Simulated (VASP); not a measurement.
# Sn3SO2 (P6/mmm) in VASP: single point with PBE

Aim: the single point of Sn3SO2 with PBE.

Program: VASP 6.6.1. These are calculated values, not measurements. Logs are shortened: lines on timing, memory, paths and dates and some standing lists are left out, and cuts for length are marked.

## (1) The cell of the first run

It takes space group P6/mmm (No. 191, hexagonal). The conventional cell has a = 6.351 Å, b = 6.351 Å, c = 3.516 Å, α = 90.00°, β = 90.00°, γ = 120.00°. Sn (site symmetry mmm) has 4 O at 2.54 Å and 4 Sn at 3.18 Å within 3.4 Å. S (site symmetry 6/mmm) has 2 S at 3.52 Å and 12 Sn at 3.63 Å and 6 O at 3.67 Å within 4.6 Å. Within 3.4 Å of O (site symmetry -6m2) lie 6 Sn at 2.54 Å.

## (2) Single point, PBE

INCAR

```
SYSTEM = Sn3SO2
PREC = Accurate ; ENCUT = 520
EDIFF = 1E-7 ; ISMEAR = 0
SIGMA = 0.1 ; LREAL = .False.
LASPH = .True. ; NELM = 100
ALGO = Normal ; ISIF = 2
LWAVE = .False. ; LCHARG = .False.
GGA = PE ; NBANDS = 39
```

KPOINTS

```
regular mesh
0
Gamma
  3 3 6
  0 0 0
```

POSCAR

```
Sn3SO2
1.0
    6.3513525000      0.0000000000      0.0000000000
   -3.1756762500      5.5004326100      0.0000000000
    0.0000000000      0.0000000000      3.5157326300
Sn S O
3 1 2
Direct
    0.5000000000      0.0000000000      0.5000000000
    0.0000000000      0.5000000000      0.5000000000
    0.5000000000      0.5000000000      0.5000000000
    0.0000000000      0.0000000000      0.0000000000
    0.6666666700      0.3333333300      0.0000000000
    0.3333333300      0.6666666700      0.0000000000
```

Potentials or basis: VASP PAW PBE potentials, release 64 (Sn_d, S, O).

On the command line:

```console
$ cat potpaw_PBE.64/Sn_d/POTCAR potpaw_PBE.64/S/POTCAR potpaw_PBE.64/O/POTCAR > POTCAR
$ mpirun -np 1 vasp_std > vasp.out
```

OUTCAR:

```text
SYSTEM = Sn3SO2
   PREC = Accurate
   ENCUT = 520
   EDIFF = 1E-7
   ISMEAR = 0
   LREAL = .False.
   LASPH = .True.
   NELM = 100
   ISIF = 2
   GGA = PE

 ion  position               nearest neighbor table
   1  0.500  0.000  0.500-   5 2.54   6 2.54   5 2.54   6 2.54   2 3.18   3 3.18   3 3.18   2 3.18

   2  0.000  0.500  0.500-   5 2.54   6 2.54   5 2.54   6 2.54   1 3.18   1 3.18   3 3.18   3 3.18

   3  0.500  0.500  0.500-   5 2.54   6 2.54   5 2.54   6 2.54   1 3.18   1 3.18   2 3.18   2 3.18

   4  0.000  0.000  0.000-
   5  0.667  0.333  0.000-   1 2.54   1 2.54   2 2.54   2 2.54   3 2.54   3 2.54
   6  0.333  0.667  0.000-   1 2.54   1 2.54   2 2.54   2 2.54   3 2.54   3 2.54

  LATTYP: Found a hexagonal cell.
 ALAT       =     6.3513525000
 C/A-ratio  =     0.5535407821

  Lattice vectors:

 A1 = (   6.3513525000,   0.0000000000,   0.0000000000)
 A2 = (  -3.1756762500,   5.5004326100,   0.0000000000)
 A3 = (   0.0000000000,   0.0000000000,   3.5157326300)

Analysis of symmetry for initial positions (statically):
=====================================================================
 Subroutine PRICEL returns:
 Original cell was already a primitive cell.

 Routine SETGRP: Setting up the symmetry group for a
 hexagonal supercell.

 Subroutine GETGRP returns: Found 24 space group operations
 (whereof 24 operations were pure point group operations)
 out of a pool of 24 trial point group operations.

The static configuration has the point symmetry D_6h.

Analysis of symmetry for dynamics (positions and initial velocities):
=====================================================================
 Subroutine PRICEL returns:
 Original cell was already a primitive cell.

 Routine SETGRP: Setting up the symmetry group for a
 hexagonal supercell.

 Subroutine GETGRP returns: Found 24 space group operations
 (whereof 24 operations were pure point group operations)
 out of a pool of 24 trial point group operations.

The dynamic configuration has the point symmetry D_6h.

 Subroutine INISYM returns: Found 24 space group operations
 (whereof 24 operations are pure point group operations),
 and found     1 'primitive' translations

----------------------------------------------------------------------------------------

                                     Primitive cell

  volume of cell :     122.8228

  direct lattice vectors                    reciprocal lattice vectors
     6.351352500  0.000000000  0.000000000     0.157446780  0.090901941  0.000000000
    -3.175676250  5.500432610  0.000000000     0.000000000  0.181803882  0.000000000
     0.000000000  0.000000000  3.515732630     0.000000000  0.000000000  0.284435737

  length of vectors
     6.351352500  6.351352497  3.515732630     0.181803882  0.181803882  0.284435737

  position of ions in fractional coordinates (direct lattice)
     0.500000000  0.000000000  0.500000000
     0.000000000  0.500000000  0.500000000
     0.500000000  0.500000000  0.500000000
     0.000000000  0.000000000  0.000000000
     0.666666670  0.333333330  0.000000000
     0.333333330  0.666666670  0.000000000

  ion indices of the primitive-cell ions
   primitive index   ion index
                 1           1
                 2           2
                 3           3
                 4           4
                 5           5
                 6           6

----------------------------------------------------------------------------------------

 KPOINTS: regular mesh

Automatic generation of k-mesh.
 Grid dimensions read from file:
 generate k-points for:    3    3    6

 Generating k-lattice:

  Cartesian coordinates                     Fractional coordinates (reciprocal lattice)
     0.052482260  0.030300647  0.000000000     0.333333333 -0.000000000  0.000000000
     0.000000000  0.060601294  0.000000000     0.000000000  0.333333333  0.000000000
     0.000000000  0.000000000  0.047405956     0.000000000  0.000000000  0.166666667

  Length of vectors
     0.060601294  0.060601294  0.047405956

  Shift w.r.t. Gamma in fractional coordinates (k-lattice)
     0.000000000  0.000000000  0.000000000

 Subroutine IBZKPT returns following result:
 ===========================================

 Found     12 irreducible k-points:

 Following reciprocal coordinates:
            Coordinates               Weight
  0.000000  0.000000  0.000000      1.000000
  0.333333  0.000000  0.000000      6.000000
  0.333333  0.333333  0.000000      2.000000
  0.000000  0.000000  0.166667      2.000000
  0.333333  0.000000  0.166667     12.000000
  0.333333  0.333333  0.166667      4.000000
  0.000000  0.000000  0.333333      2.000000
  0.333333  0.000000  0.333333     12.000000
  0.333333  0.333333  0.333333      4.000000
  0.000000  0.000000  0.500000      1.000000
  0.333333  0.000000  0.500000      6.000000
  0.333333  0.333333  0.500000      2.000000
   k-points           NKPTS =     12   k-points in BZ     NKDIM =     12   number of bands    NBANDS=     39
   number of dos      NEDOS =    301   number of ions     NIONS =      6
   total plane-waves  NPLWV =  64512
   dimension x,y,z NGX =    48 NGY =   48 NGZ =   28
   dimension x,y,z NGXF=    96 NGYF=   96 NGZF=   56
   ions per type =               3   1   2
   NGX,Y,Z   is equivalent  to a cutoff of  12.56, 12.56, 13.24 a.u.
   NGXF,Y,Z  is equivalent  to a cutoff of  25.13, 25.13, 26.48 a.u.
 SYSTEM =  Sn3SO2
   PREC   = accura    normal or accurate (medium, high low for compatibility)
   ISTART =      0    job   : 0-new  1-cont  2-samecut
   ICHARG =      2    charge: 1-file 2-atom 10-const
   ISPIN  =      1    spin polarized calculation?
   LNONCOLLINEAR =      F non collinear calculations
   LSORBIT =      F    spin-orbit coupling
   LASPH  =      T    aspherical Exc in radial PAW
   ENCUT  =  520.0 eV  38.22 Ry    6.18 a.u.  11.81 11.81  6.54*2*pi/ulx,y,z
   NELM   =    100;   NELMIN=  2; NELMDL= -5     # of ELM steps
   EDIFF  = 0.1E-06   stopping-criterion for ELM
   LREAL  =      F    real-space projection
   EDIFFG = 0.1E-05   stopping-criterion for IOM
   NSW    =      0    number of steps for IOM
   IBRION =     -1    ionic relax: 0-MD 1-quasi-New 2-CG
   NFREE  =      0    steps in history (QN), initial steepest desc. (CG)
   ISIF   =      2    stress and relaxation
   ISYM   =      2    0-nonsym 1-usesym 2-fastsym
   POTIM  = 0.5000    time-step for ionic-motion
   TEBEG  =    0.0;   TEEND  =   0.0 temperature during run
   PSTRESS=    0.0 pullay stress
   NELECT =      60.0000    total number of electrons
   NUPDOWN=      -1.0000    fix difference up-down
   EMIN   =  10.00;   EMAX   =-10.00  energy-range for DOS
   EFERMI =   0.00;   METHOD = LEGACY
   ISMEAR =     0;   SIGMA  =   0.10  broadening in eV -4-tet -1-fermi 0-gaus
   EFERMI_NEDOS =   21; number of points for ismear=-14 and -15
   IALGO  =     38    algorithm
   IMIX   =      4    mixing-type and parameters
     AMIX     =   0.40;   BMIX     =  1.00
     AMIX_MAG =   1.60;   BMIX_MAG =  1.00
  volume/ion in A,a.u.               =      20.47       138.14
  Fermi-wavevector in a.u.,A,eV,Ry     =   1.289335  2.436489 22.618101  1.662384
  Thomas-Fermi vector in A             =   2.421234
   LORBIT       =      0    0 simple, 1 ext, 2 COOP (PROOUT), +10 PAW based schemes
   GGA     = PE    functional components
   LHFCALC =     F    Hartree Fock is set to
   AEXX    =    0.0000 exact exchange contribution
   IVDW    =     0    specifies the selected vdW correction
   LEPSILON=     F    determine dielectric tensor
   LRPA    =     F    only Hartree local field effects (RPA)
 non-spin polarized calculation
 Gauss-broadening in eV      SIGMA  =   0.10
  energy-cutoff  :      520.00
  volume of cell :      122.82
 maximum number of plane-waves:      3348
 NGX is ok and might be reduce to    48
   NGX = 23   NGY = 23   NGZ = 13

 number of electron      59.9999998 magnetization

 Free energy of the ion-electron system (eV)
  ---------------------------------------------------
  ext. energy  EPLUGINS =         0.00000000
  ---------------------------------------------------
  free energy    TOTEN  =       -27.38575001 eV

  energy without entropy =      -27.37306805  energy(sigma->0) =      -27.37940903

 E-fermi :   6.2378     XC(G=0): -10.0884

 val. band max:        6.1905527151   @ k =   0.3333   0.3333   0.0000
 cond. band min:       6.2567335721   @ k =   0.3333   0.3333   0.0000
 fundamental gap:      0.0661808570
 Fermi energy:         6.2378410579

 k-point     1 :       0.0000    0.0000    0.0000
  band No.  band energies     occupation
      1     -15.8060      2.00000
      2     -15.7581      2.00000
      3     -15.7581      2.00000
      4     -15.7016      2.00000
      5     -15.6187      2.00000
      6     -15.6047      2.00000
[... 31 lines left out ...]
     38      12.4550      0.00000
     39      12.9815      0.00000

 k-point     2 :       0.3333    0.0000    0.0000
  band No.  band energies     occupation
      1     -15.7671      2.00000
      2     -15.7310      2.00000
      3     -15.6951      2.00000
      4     -15.6792      2.00000
      5     -15.6302      2.00000
      6     -15.6082      2.00000
[... 31 lines left out ...]
     38      12.1570      0.00000
     39      13.6862      0.00000

 k-point     3 :       0.3333    0.3333    0.0000
  band No.  band energies     occupation
      1     -15.7203      2.00000
      2     -15.6898      2.00000
      3     -15.6898      2.00000
      4     -15.6667      2.00000
      5     -15.6667      2.00000
      6     -15.6166      2.00000
[... 328 lines left out ...]
 k-point    11 :       0.3333    0.0000    0.5000
  band No.  band energies     occupation
      1     -15.7664      2.00000
      2     -15.7463      2.00000
      3     -15.7030      2.00000
      4     -15.6833      2.00000
      5     -15.6315      2.00000
      6     -15.6132      2.00000
[... 31 lines left out ...]
     38      11.3760      0.00000
     39      13.1727      0.00000

 k-point    12 :       0.3333    0.3333    0.5000
  band No.  band energies     occupation
      1     -15.7155      2.00000
      2     -15.6907      2.00000
      3     -15.6907      2.00000
      4     -15.6645      2.00000
      5     -15.6645      2.00000
      6     -15.6169      2.00000
[... 31 lines left out ...]
     38      10.9714      0.00000
     39      10.9714      0.00000

------------------------ aborting loop because EDIFF is reached ----------------------------------------

  FORCE on cell =-STRESS in cart. coord.  units (eV):
  Direction    XX          YY          ZZ          XY          YZ          ZX
  --------------------------------------------------------------------------------------
  -------------------------------------------------------------------------------------
  Total       -0.0002942     -0.0002942     -3.5257182      0.0000000      0.0000000      0.0000000
  in kB       -0.0038379     -0.0038379    -45.9916795      0.0000000      0.0000000      0.0000000
  external PRESSURE =     -15.3331184 kB  Pullay stress =       0.0000000 kB

 VOLUME and BASIS-vectors are now :
 -----------------------------------------------------------------------------
  energy-cutoff  :      520.00
  volume of cell :      122.82
      direct lattice vectors                 reciprocal lattice vectors
     6.351352500  0.000000000  0.000000000     0.157446780  0.090901941  0.000000000
    -3.175676250  5.500432610  0.000000000     0.000000000  0.181803882  0.000000000
     0.000000000  0.000000000  3.515732630     0.000000000  0.000000000  0.284435737

 POSITION                                       TOTAL-FORCE (eV/Angst)
 -----------------------------------------------------------------------------------
      3.17568      0.00000      1.75787         0.000000      0.000000      0.000000
     -1.58784      2.75022      1.75787         0.000000      0.000000      0.000000
      1.58784      2.75022      1.75787         0.000000      0.000000      0.000000
      0.00000      0.00000      0.00000         0.000000      0.000000      0.000000
      3.17568      1.83348      0.00000         0.000000      0.000000      0.000000
     -0.00000      3.66696      0.00000        -0.000000     -0.000000      0.000000
 -----------------------------------------------------------------------------------
    total drift:                                0.000000      0.000000     -0.000000

  FREE ENERGIE OF THE ION-ELECTRON SYSTEM (eV)
  ---------------------------------------------------
  free  energy   TOTEN  =       -27.3857500107 eV

  energy  without entropy=      -27.3730680521  energy(sigma->0) =      -27.37940903
```

Run time: 1.9 min. Hardware: 1 thread of Intel Xeon Platinum 8375C at 2.90GHz (Ice Lake), shared host; peak memory 0.26 GiB.

Results:

| Property | Result |
| --- | --- |
| Free energy | -27.3858 eV |
| Pressure | -1.5 GPa |
| Band gap on the k mesh | zero (band 30 reaches 6.26 eV, above the bottom of band 31 at 5.17 eV) |

Caveat: the k points lie up to 0.38 Å⁻¹ apart; spin-orbit coupling is left out, which moves the levels of the heavy elements.
